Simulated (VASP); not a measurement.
Here is a VASP 6.6.1 calculation.

INCAR

```
PREC = Accurate ; ENCUT = 520
EDIFF = 1E-8 ; ISMEAR = -1
SIGMA = 0.03 ; LREAL = False
LASPH = True ; NELM = 80
ALGO = Normal ; ISIF = 2
LWAVE = False ; LCHARG = False
GGA = PE ; LEFG = True
NBANDS = 13
```

Contents of KPOINTS:

```
Automatic mesh
0
Gamma
  19 19 10
```

The input POSCAR:

```
Se
1.0
    3.6092353013      0.0000000000      0.0000000000
   -1.8046176506      3.1256894592      0.0000000000
    0.0000000000      0.0000000000      3.7356380842
Se
2
Direct
    0.3333333333      0.6666666667      0.2500000000
    0.6666666667      0.3333333333      0.7500000000
```

Potentials or basis: VASP PAW PBE potentials, release 64 (Se).

Command:

```bash
$ cat potpaw_PBE.64/Se/POTCAR > POTCAR
$ mpirun -np 1 vasp_std > vasp.out
```

Question: Predict the band gap on the k mesh.

Answer: Zero (bands 6 and 7 overlap by 2.12 eV).

Question: Predict the pressure.

Answer: 4.7 GPa.

Electric field gradients, principal values (V/Å²):
```tsv
atom	least	middle	greatest (by size)
1 Se	-62.293	-62.294	124.587
2 Se	-62.293	-62.294	124.587
```

Caveat: the cell stands under pressure; without QUAD_EFG the Cq values of the log hold for a quadrupole moment of 1 mb, not for the nuclei.
